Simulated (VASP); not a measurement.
Input of a VASP 6.6.1 run:

Contents of INCAR:

```
  ALGO = Normal
  EDIFF = 1E-6
  ENCUT = 520
  GGA = PE
  ISIF = 2
  ISMEAR = 0
  LASPH = True
  LCHARG = False
  LREAL = False
  LWAVE = False
  NBANDS = 29
  NELM = 80
  PREC = Accurate
  SIGMA = 0.1
```

Contents of KPOINTS:

```
k-points
0
Gamma
  4 4 4
```

File POSCAR:

```
Rb4O
1.0
   -3.5673991500      3.5673991500      3.5673991500
    3.5673991500     -3.5673991500      3.5673991500
    3.5673991500      3.5673991500     -3.5673991500
Rb O
4 1
Direct
    0.0000000000      0.0000000000      0.5000000000
    0.5000000000      0.0000000000      0.0000000000
    0.0000000000      0.5000000000      0.0000000000
    0.5000000000      0.5000000000      0.5000000000
    0.0000000000      0.0000000000      0.0000000000
```

Potentials or basis: VASP PAW PBE potentials, release 64 (Rb_sv, O).

Command:

```bash
$ cat potpaw_PBE.64/Rb_sv/POTCAR potpaw_PBE.64/O/POTCAR > POTCAR
$ mpirun -np 1 vasp_std > vasp.out
```

Q: What does it give for the band gap on the k mesh?

A: Zero (bands 21 and 22 overlap by 0.89 eV).

Q: Estimate the pressure.

A: 2.2 GPa.
